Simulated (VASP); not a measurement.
# Ca (P1) in VASP: a series of runs, part 2 of 2

VASP 6.6.1.

## (4) Single point, PBEsol

INCAR reads:

```
PREC = Accurate
ENCUT = 520
EDIFF = 1E-7
ISMEAR = -1
SIGMA = 0.1
LREAL = False
LASPH = True
NELM = 100
ALGO = Normal
ISIF = 2
LWAVE = False
LCHARG = False
GGA = PS
NBANDS = 44
```

KPOINTS reads:

```
regular mesh
0
Gamma
  2 2 2
```

POSCAR reads:

```
Ca
1.0
   -4.4104100000      4.4104100000      4.3922300000
    4.4104100000     -4.4104100000      4.3922300000
    4.4104100000      4.4104100000     -4.3922300000
Ca
7
Direct
    0.2510005904      0.2476834385      0.1639190007
    0.2493979850      0.7215191710      0.0000297025
    0.2502268426      0.7636585871      0.4962870799
    0.7220884235      0.2501718670     -0.0005674076
    0.7619575469      0.2505395608      0.4958101401
    0.7361201406      0.7362700132     -0.0171730066
    0.7792084707      0.7801572487      0.5283611954
```

Potentials or basis: VASP PAW PBE potentials, release 64 (Ca_sv).

The run is started by

```console
cat potpaw_PBE.64/Ca_sv/POTCAR > POTCAR
mpirun -np 1 vasp_std > vasp.out
```

OUTCAR:

```text
PREC = Accurate
   ENCUT = 520
   EDIFF = 1E-7
   ISMEAR = -1
   LREAL = False
   LASPH = True
   NELM = 100
   ISIF = 2
   GGA = PS

 ion  position               nearest neighbor table
   1  0.251  0.248  0.164-
   2  0.249  0.722  0.000-
   3  0.250  0.764  0.496-
   4  0.722  0.250  0.999-
   5  0.762  0.251  0.496-
   6  0.736  0.736  0.983-
   7  0.779  0.780  0.528-

[... 564 lines left out ...]
  --------------------------------------------------------------------------------------
  -------------------------------------------------------------------------------------
  Total       -2.5783627     -2.5345874     -2.6041473     -0.1114783      0.0972787      0.0969840
  in kB      -12.0879205    -11.8826923    -12.2088044     -0.5226344      0.4560633      0.4546818
  external PRESSURE =     -12.0598057 kB  Pullay stress =       0.0000000 kB

 VOLUME and BASIS-vectors are now :
 -----------------------------------------------------------------------------
  energy-cutoff  :      520.00
  volume of cell :      341.75
      direct lattice vectors                 reciprocal lattice vectors
    -4.410410000  4.410410000  4.392230000     0.000000000  0.113368145  0.113837390
     4.410410000 -4.410410000  4.392230000     0.113368145  0.000000000  0.113837390
     4.410410000  4.410410000 -4.392230000     0.113368145  0.113368145  0.000000000

 POSITION                                       TOTAL-FORCE (eV/Angst)
 -----------------------------------------------------------------------------------
      0.70832      0.73758      1.47036        -0.012423     -0.070442      0.059873
      2.08238     -2.08212      4.26436        -0.032719      0.015994     -0.018827
      4.45327     -0.07562      2.27341        -0.000886      0.018490     -0.017850
      2.32656      6.48925     -0.11935         0.007992     -0.001841     -0.015174
     -0.06884      4.44229      2.26941         0.012549      0.012228     -0.007195
      4.33533      4.33401      2.15027         0.011429      0.007066     -0.008560
      2.33447      2.32610      4.52841         0.014058      0.018505      0.007733
 -----------------------------------------------------------------------------------
    total drift:                                0.000031      0.000011      0.000059

  FREE ENERGIE OF THE ION-ELECTRON SYSTEM (eV)
  ---------------------------------------------------
  free  energy   TOTEN  =       -13.8240876533 eV

  energy  without entropy=      -13.5115071851  energy(sigma->0) =      -13.66779742
```

OSZICAR:

```text
N       E                     dE             d eps       ncg     rms          rms(c)
DAV:   1     0.717587424395E+03    0.71759E+03   -0.33704E+04   712   0.141E+03
DAV:   2     0.365850426778E+02   -0.68100E+03   -0.67340E+03   704   0.445E+02
DAV:   3    -0.652045101379E+01   -0.43105E+02   -0.42278E+02  1084   0.801E+01
DAV:   4    -0.134616581671E+02   -0.69412E+01   -0.68728E+01  1216   0.254E+01
DAV:   5    -0.140676044463E+02   -0.60595E+00   -0.60508E+00  1080   0.613E+00    0.630E+00
DAV:   6    -0.138613830714E+02    0.20622E+00   -0.61509E-01   944   0.327E+00    0.350E+00
DAV:   7    -0.138242342087E+02    0.37149E-01   -0.32264E-01   928   0.256E+00    0.611E-01
DAV:   8    -0.138238455607E+02    0.38865E-03   -0.42336E-02   992   0.108E+00    0.213E-01
DAV:   9    -0.138240263510E+02   -0.18079E-03   -0.26752E-03  1000   0.303E-01    0.669E-02
DAV:  10    -0.138240821979E+02   -0.55847E-04   -0.28502E-04   920   0.104E-01    0.264E-02
DAV:  11    -0.138240829056E+02   -0.70768E-06   -0.57641E-05  1008   0.399E-02    0.104E-02
DAV:  12    -0.138240867860E+02   -0.38805E-05   -0.56065E-06  1120   0.114E-02    0.267E-03
DAV:  13    -0.138240879492E+02   -0.11632E-05   -0.14342E-06   832   0.327E-03    0.143E-03
DAV:  14    -0.138240875561E+02    0.39314E-06   -0.82100E-07   576   0.148E-03    0.298E-04
DAV:  15    -0.138240876533E+02   -0.97165E-07   -0.62273E-07   544   0.722E-04
   1 F= -.13824088E+02 E0= -.13667797E+02  d E =-.312580E+00
```

Run time: 95 s. Hardware: 1 thread of Intel Xeon 6975P-C (Granite Rapids), shared host; peak memory 0.48 GiB.

What came out:

```
Free energy            : -13.8241 eV
Pressure               : -1.2 GPa
Largest force          : 0.093 eV/Å
Band gap on the k mesh : zero (bands 35 and 36 overlap by 0.46 eV)
```

Forces in eV/Å, atoms in the order of the input:
```
Ca  -0.012 -0.070  0.060
Ca  -0.033  0.016 -0.019
Ca  -0.001  0.018 -0.018
Ca   0.008 -0.002 -0.015
Ca   0.013  0.012 -0.007
Ca   0.011  0.007 -0.009
Ca   0.014  0.019  0.008
```

Stress tensor (GPa, compression positive):
```
-1.21 -0.05  0.05
-0.05 -1.19  0.05
 0.05  0.05 -1.22
```

Levels at points of the mesh, in eV from the Fermi level:
| k point | band 32 | band 33 | band 34 | band 35 | band 36 | band 37 |
| --- | --- | --- | --- | --- | --- | --- |
| (0.00, 0.00, 0.00) | -0.71 | -0.70 | -0.58 | -0.19 | -0.05 | -0.05 |
| (0.50, 0.00, 0.00) | -1.03 | -0.83 | -0.68 | -0.09 | 0.14 | 0.28 |
| (0.50, 0.00, 0.50) | -0.99 | -0.94 | -0.62 | 0.04 | 0.13 | 0.23 |
| (0.00, 0.50, 0.50) | -0.99 | -0.94 | -0.61 | 0.05 | 0.13 | 0.23 |
| (0.00, 0.50, 0.00) | -1.03 | -0.83 | -0.68 | -0.08 | 0.14 | 0.28 |
| (0.50, 0.50, 0.00) | -1.02 | -0.82 | -0.67 | -0.09 | 0.14 | 0.27 |
| (0.00, 0.00, 0.50) | -0.99 | -0.94 | -0.61 | 0.04 | 0.12 | 0.23 |
| (0.50, 0.50, 0.50) | -1.84 | -1.82 | -1.15 | 0.42 | 0.42 | 0.46 |

Caveat: the k points lie up to 0.50 Å⁻¹ apart; the PAW data sets were made with another functional, which shifts forces and pressure a little.

## (5) Single point, PBEsol

INCAR reads:

```
SYSTEM = Ca
PREC     = Accurate       ! precision mode
ENCUT    = 520            ! plane-wave cutoff, eV
EDIFF    = 1E-6           ! SCF threshold, eV
ISMEAR   = -1             ! smearing method
SIGMA    = 0.1            ! smearing width, eV
LREAL    = .FALSE.        ! projectors in reciprocal space
LASPH    = .TRUE.         ! aspherical terms in the spheres
NELM     = 80             ! most SCF steps
ALGO     = Normal         ! electronic algorithm
ISIF     = 2              ! what is computed and relaxed
LWAVE    = .FALSE.        ! write WAVECAR
LCHARG   = .TRUE.         ! write CHGCAR
GGA      = PS             ! functional
LELF     = .TRUE.         ! ELF
LVHAR    = .TRUE.       
NBANDS   = 44             ! bands
```

KPOINTS reads:

```
regular mesh
0
G
  2 2 2
  0 0 0
```

POSCAR reads:

```
Ca
1.0
   -4.4104100000      4.4104100000      4.3922300000
    4.4104100000     -4.4104100000      4.3922300000
    4.4104100000      4.4104100000     -4.3922300000
Ca
7
Direct
    0.2510976298      0.2480052869      0.0804563521
    0.2493039773      0.7278464484     -0.0026905662
    0.2500679981      0.7520527342      0.4975663260
    0.7315102967      0.2507426356     -0.0019965264
    0.7482793499      0.2501165941      0.4955106215
    0.7498854578      0.7497898885     -0.0034403831
    0.7698550633      0.7714464119      0.5179274716
```

The run is started by

```console
cat potpaw_PBE.64/Ca_sv/POTCAR > POTCAR
mpirun -np 1 vasp_std > vasp.out
```

Run time: 94 s. Hardware: 1 thread of Intel Xeon 6975P-C (Granite Rapids), shared host; peak memory 0.49 GiB.

The run converged. Its results:

* Free energy: -13.8802 eV
* Pressure: -1.1 GPa
* Largest force: 0.063 eV/Å
* Band gap on the k mesh: zero (bands 35 and 36 overlap by 0.51 eV)

Forces on the atoms (eV/Å):
```
Ca  -0.019 -0.044  0.041
Ca  -0.005  0.004 -0.005
Ca  -0.015  0.020 -0.020
Ca  -0.001  0.003 -0.003
Ca   0.019 -0.006 -0.018
Ca   0.017  0.018  0.006
Ca   0.003  0.005 -0.001
```

Levels at points of the mesh, in eV from the Fermi level:
| k point | band 33 | band 34 | band 35 | band 36 | band 37 | band 38 |
| --- | --- | --- | --- | --- | --- | --- |
| (0.00, 0.00, 0.00) | -0.71 | -0.68 | -0.13 | -0.04 | -0.04 | -0.04 |
| (0.50, 0.00, 0.00) | -0.89 | -0.63 | -0.07 | 0.19 | 0.20 | 0.47 |
| (0.50, 0.00, 0.50) | -0.92 | -0.62 | -0.01 | 0.13 | 0.26 | 0.37 |
| (0.00, 0.50, 0.50) | -0.93 | -0.61 | -0.01 | 0.13 | 0.26 | 0.37 |
| (0.00, 0.50, 0.00) | -0.89 | -0.63 | -0.06 | 0.18 | 0.21 | 0.47 |
| (0.50, 0.50, 0.00) | -0.88 | -0.62 | -0.07 | 0.18 | 0.20 | 0.46 |
| (0.00, 0.00, 0.50) | -0.92 | -0.61 | -0.01 | 0.12 | 0.25 | 0.37 |
| (0.50, 0.50, 0.50) | -1.84 | -1.08 | 0.47 | 0.48 | 0.51 | 0.57 |

Caveat: the k points lie up to 0.50 Å⁻¹ apart, too coarse for converged energies and pressures of a metal; the PAW data sets were made with another functional, which shifts forces and pressure a little.

## (6) Summary

```tsv
cell	gap on the mesh (eV)	pressure (GPa)	largest force (eV/Å)
as given, atomic positions A	none	-1.1	0.06
as given, atomic positions B	none	-1.2	0.09
as given, atomic positions C	none	-1.2	0.09
as given, atomic positions D	none	-1.1	0.06
```

Alike in all rows: task single point; level PBEsol; potentials or basis VASP PAW PBE potentials, release 64 (Ca_sv); no spin polarisation; k mesh 2 × 2 × 2; cutoff (eV) 520; smearing fermi-dirac 0.1 eV.

Caveats: all runs use coarse meshes; the PAW data sets were made with another functional, which shifts forces and pressure a little.

Total energies depend on the potentials used, so only differences within one code and one set of settings carry meaning.
